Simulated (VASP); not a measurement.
# Cs2HfSe6 in VASP: a series of runs, part 2 of 2

VASP 6.6.1. Earlier steps stand in the parts before.

## 3. Single point, PBE

File INCAR:

```
SYSTEM = Cs2HfSe6
ALGO     = Normal         ! electronic algorithm
EDIFF    = 1E-6           ! SCF threshold, eV
ENCUT    = 520            ! plane-wave cutoff, eV
GGA      = PE             ! functional
ISIF     = 2              ! what is computed and relaxed
ISMEAR   = -1             ! smearing method
LASPH    = .TRUE.         ! aspherical terms in the spheres
LCHARG   = .FALSE.        ! write CHGCAR
LREAL    = .FALSE.        ! projectors in reciprocal space
LWAVE    = .FALSE.        ! write WAVECAR
NBANDS   = 42             ! bands
NELM     = 60             ! most SCF steps
PREC     = Accurate       ! precision mode
SIGMA    = 0.1            ! smearing width, eV
```

File KPOINTS:

```
k-points
0
G
  3 3 3
  0 0 0
```

File POSCAR:

```
Cs2HfSe6
1.0
    3.7131660000      6.4313900000      0.0000000000
   -3.7131660000      6.4313900000      0.0000000000
    0.0000000000      0.0000000000      5.8109020000
Hf Cs Se
1 2 6
Direct
    0.0000000000      0.0000000000      0.0000000000
    0.3333000000      0.3334000000      0.6920000000
    0.6667000000      0.6666000000      0.3080000000
    0.1600000000      0.6800000000      0.1980000000
    0.1600000000      0.1600000000      0.1980000000
    0.6800000000      0.1600000000      0.1980000000
    0.8400000000      0.3200000000      0.8020000000
    0.3200000000      0.8400000000      0.8020000000
    0.8400000000      0.8400000000      0.8020000000
```

Potentials or basis: VASP PAW PBE potentials, release 64 (Hf_pv, Cs_sv, Se).

Launch:

```bash
cat potpaw_PBE.64/Hf_pv/POTCAR potpaw_PBE.64/Cs_sv/POTCAR potpaw_PBE.64/Se/POTCAR > POTCAR
mpirun -np 1 vasp_std > vasp.out
```

OUTCAR:

```text
SYSTEM = Cs2HfSe6
   EDIFF = 1E-6
   ENCUT = 520
   GGA = PE
   ISIF = 2
   ISMEAR = -1
   LASPH = .TRUE.
   LREAL = .FALSE.
   NELM = 60
   PREC = Accurate

 ion  position               nearest neighbor table
   1  0.000  0.000  0.000-   5 2.36   9 2.36   6 2.36   7 2.36   8 2.36   4 2.36
   2  0.333  0.333  0.692-
   3  0.667  0.667  0.308-
   4  0.160  0.680  0.198-   1 2.36
   5  0.160  0.160  0.198-   1 2.36
   6  0.680  0.160  0.198-   1 2.36
   7  0.840  0.320  0.802-   1 2.36
   8  0.320  0.840  0.802-   1 2.36
   9  0.840  0.840  0.802-   1 2.36

  LATTYP: Found a hexagonal cell.
 ALAT       =     7.4263301216
 C/A-ratio  =     0.7824728910

  Lattice vectors:

 A1 = (   3.7131660000,  -6.4313900000,   0.0000000000)
 A2 = (   3.7131660000,   6.4313900000,   0.0000000000)
 A3 = (   0.0000000000,   0.0000000000,   5.8109020000)

Analysis of symmetry for initial positions (statically):
=====================================================================
 Subroutine PRICEL returns:
 Original cell was already a primitive cell.

 Routine SETGRP: Setting up the symmetry group for a
 hexagonal supercell.

 Subroutine GETGRP returns: Found  4 space group operations
 (whereof  4 operations were pure point group operations)
 out of a pool of 24 trial point group operations.

The static configuration has the point symmetry C_2h.

Analysis of symmetry for dynamics (positions and initial velocities):
=====================================================================
 Subroutine PRICEL returns:
 Original cell was already a primitive cell.

 Routine SETGRP: Setting up the symmetry group for a
 hexagonal supercell.

[... 121 lines left out ...]
   IMIX   =      4    mixing-type and parameters
     AMIX     =   0.40;   BMIX     =  1.00
     AMIX_MAG =   1.60;   BMIX_MAG =  1.00
  volume/ion in A,a.u.               =      30.84       208.10
  Fermi-wavevector in a.u.,A,eV,Ry     =   1.003908  1.897111 13.712376  1.007831
  Thomas-Fermi vector in A             =   2.136490
   LORBIT       =      0    0 simple, 1 ext, 2 COOP (PROOUT), +10 PAW based schemes
   GGA     = PE    functional components
   LHFCALC =     F    Hartree Fock is set to
   AEXX    =    0.0000 exact exchange contribution
   IVDW    =     0    specifies the selected vdW correction
   LEPSILON=     F    determine dielectric tensor
   LRPA    =     F    only Hartree local field effects (RPA)
 non-spin polarized calculation
  energy-cutoff  :      520.00
  volume of cell :      277.54
 maximum number of plane-waves:      7490
   NGX = 27   NGY = 27   NGZ = 21

 number of electron      64.0000006 magnetization

 Free energy of the ion-electron system (eV)
  ---------------------------------------------------
  ext. energy  EPLUGINS =         0.00000000
  ---------------------------------------------------
  free energy    TOTEN  =       -34.46950506 eV

  energy without entropy =      -34.08472875  energy(sigma->0) =      -34.27711691

 E-fermi :   1.9206     XC(G=0):  -8.7910

 val. band max:        1.8997041958   @ k =  -0.3333   0.3333   0.0000
 cond. band min:       1.9342044885   @ k =   0.3333   0.3333   0.3333
 fundamental gap:      0.0345002927
 Fermi energy:         1.9205707825

 k-point     1 :       0.0000    0.0000    0.0000
  band No.  band energies     occupation
      1     -27.9314      2.00000
      2     -27.9314      2.00000
      3     -27.7470      2.00000
      4     -18.8522      2.00000
      5     -18.8243      2.00000
      6     -11.4770      2.00000
[... 439 lines left out ...]
     41       7.6535      0.00000
     42       8.0375      0.00000

------------------------ aborting loop because EDIFF is reached ----------------------------------------

  FORCE on cell =-STRESS in cart. coord.  units (eV):
  Direction    XX          YY          ZZ          XY          YZ          ZX
  --------------------------------------------------------------------------------------
  -------------------------------------------------------------------------------------
  Total       21.5281765     21.5276108     15.1362608     -0.0004773      0.0000858     -0.0001486
  in kB      124.2782328    124.2749674     87.3788704     -0.0027554      0.0004952     -0.0008578
  external PRESSURE =     111.9773569 kB  Pullay stress =       0.0000000 kB

 VOLUME and BASIS-vectors are now :
 -----------------------------------------------------------------------------
  energy-cutoff  :      520.00
  volume of cell :      277.54
      direct lattice vectors                 reciprocal lattice vectors
     3.713166000  6.431390000  0.000000000     0.134655978  0.077743691  0.000000000
    -3.713166000  6.431390000  0.000000000    -0.134655978  0.077743691  0.000000000
     0.000000000  0.000000000  5.810902000     0.000000000  0.000000000  0.172090323

 POSITION                                       TOTAL-FORCE (eV/Angst)
 -----------------------------------------------------------------------------------
      0.00000      0.00000      0.00000         0.000000     -0.000000      0.000000
     -0.00037      4.28781      4.02114         0.000668     -0.000386      0.053401
      0.00037      8.57497      1.78976        -0.000668      0.000386     -0.053401
     -1.93085      5.40237      1.15056         2.717478     -1.568936      2.269870
      0.00000      2.05804      1.15056         0.000279      3.138108      2.269929
      1.93085      5.40237      1.15056        -2.717543     -1.569295      2.269929
      1.93085      7.46041      4.66034        -2.717478      1.568936     -2.269870
     -1.93085      7.46041      4.66034         2.717543      1.569295     -2.269929
      0.00000     10.80474      4.66034        -0.000279     -3.138108     -2.269929
 -----------------------------------------------------------------------------------
    total drift:                                0.000000     -0.000000     -0.000000

  FREE ENERGIE OF THE ION-ELECTRON SYSTEM (eV)
  ---------------------------------------------------
  free  energy   TOTEN  =       -34.4695050586 eV

  energy  without entropy=      -34.0847287516  energy(sigma->0) =      -34.27711691
```

OSZICAR:

```text
N       E                     dE             d eps       ncg     rms          rms(c)
DAV:   1     0.411526741298E+03    0.41153E+03   -0.27407E+04   880   0.130E+03
DAV:   2     0.835533197170E+00   -0.41069E+03   -0.39699E+03  1100   0.249E+02
DAV:   3    -0.346829385931E+02   -0.35518E+02   -0.34759E+02   968   0.727E+01
DAV:   4    -0.352545748050E+02   -0.57164E+00   -0.56995E+00  1032   0.107E+01
DAV:   5    -0.352641068525E+02   -0.95320E-02   -0.95257E-02  1000   0.126E+00    0.917E+01
DAV:   6    -0.346063854188E+02    0.65772E+00   -0.79056E-01   992   0.322E+00    0.523E+01
DAV:   7    -0.344792955293E+02    0.12709E+00   -0.11700E+00   958   0.375E+00    0.279E+00
DAV:   8    -0.344714378420E+02    0.78577E-02   -0.12154E-01  1024   0.131E+00    0.146E+00
DAV:   9    -0.344696078496E+02    0.18300E-02   -0.12206E-02   966   0.413E-01    0.564E-01
DAV:  10    -0.344694594838E+02    0.14837E-03   -0.20877E-03  1008   0.182E-01    0.836E-02
DAV:  11    -0.344694736017E+02   -0.14118E-04   -0.28734E-04  1006   0.656E-02    0.106E-01
DAV:  12    -0.344694963157E+02   -0.22714E-04   -0.39735E-05  1008   0.248E-02    0.207E-02
DAV:  13    -0.344695052654E+02   -0.89496E-05   -0.13176E-05   928   0.155E-02    0.390E-02
DAV:  14    -0.344695050586E+02    0.20677E-06   -0.16306E-06   776   0.528E-03
   1 F= -.34469505E+02 E0= -.34277117E+02  d E =-.384776E+00
```

Wall time 4.4 min (1 thread of Intel Xeon 8259CL, shared host); peak memory 0.45 GiB.

Results:

- Free energy: -34.4695 eV
- Pressure: 11.2 GPa
- Largest force: 3.873 eV/Å
- Band gap on the k mesh: zero (bands 32 and 33 overlap by 0.23 eV)

Forces on the atoms (eV/Å):
```
Hf   0.000  0.000  0.000
Cs   0.001  0.000  0.053
Cs  -0.001  0.000 -0.053
Se   2.717 -1.569  2.270
Se   0.000  3.138  2.270
Se  -2.718 -1.569  2.270
Se  -2.717  1.569 -2.270
Se   2.718  1.569 -2.270
Se   0.000 -3.138 -2.270
```

Levels at points of the mesh, in eV from the Fermi level:
```csv
k point,band 29,band 30,band 31,band 32,band 33,band 34,band 35,band 36
"(0.00, 0.00, 0.00)",-1.09,0.06,0.06,0.17,0.17,0.39,0.62,2.86
```

Caveat: the k points lie up to 0.36 Å⁻¹ apart; spin-orbit coupling is left out, which moves the levels of the heavy elements; forces of over 1 eV/Å act on the atoms, so gaps and moduli don't describe the material at rest.
